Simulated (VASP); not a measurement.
Wanted: the native input for a VASP 6.6.1 run.

| Item | Value |
| --- | --- |
| Task | single point |
| Functional | PBE |
| Potentials or basis | VASP PAW PBE potentials, release 64 (Si, Mo_sv) |
| Cutoff | 520 eV |
| k mesh | 6 × 6 × 4 |
| Occupations | gaussian, width 0.2 eV |
| Spin | no spin polarisation |
| Dipole correction | no |
| Further INCAR settings | ALGO = Normal; EDIFF = 1e-06; NBANDS = 31 |

The structure of Si7Mo lies in POSCAR:

```
Si7Mo
1.0
   -2.4561659299      2.7451732393     -0.0044655399
   -2.4560086093     -2.7451168551     -0.0053646918
   -0.0302409991      0.0016229467      9.2282010784
Si Mo
7 1
Direct
    0.5791035228      0.9137285405      0.7495071302
    0.0859775622      0.4210955612      0.2504849975
    0.0130496913      0.4903003262      0.7485749144
    0.5093882333      0.9870339573      0.2514173129
    0.2836249717      0.7162699850      0.9999849020
    0.2978702481      0.2026071299      0.5395047179
    0.7973482761      0.7026960888      0.4605181290
    0.7916868145      0.2082190912      1.0000078962
```

One way to write it, as run:

INCAR

```
SYSTEM = Si7Mo
  PREC = Accurate
  ENCUT = 520
  EDIFF = 1E-6
  ISMEAR = 0
  SIGMA = 0.2
  LREAL = .False.
  LASPH = .True.
  NELM = 60
  ALGO = Normal
  ISIF = 2
  LWAVE = .False.
  LCHARG = .False.
  GGA = PE
  NBANDS = 31
```

KPOINTS

```
regular mesh
0
Gamma
  6 6 4
  0 0 0
```

Potentials or basis: VASP PAW PBE potentials, release 64 (Si, Mo_sv).

The run is started by

```console
$ cat potpaw_PBE.64/Si/POTCAR potpaw_PBE.64/Mo_sv/POTCAR > POTCAR
$ mpirun -np 1 vasp_std > vasp.out
```

Results of the run:

```json
{
  "Pressure": "0.0 GPa",
  "Largest force": "0.025 eV/Å",
  "Band gap on the k mesh": "zero (bands 21 and 22 overlap by 1.12 eV)"
}
```

It took 3.7 min on 1 thread of Intel(R) Xeon(R) Platinum 8259CL CPU @ 2.50GHz (Skylake/Cascade Lake) (shared host), peak memory 0.37 GiB.
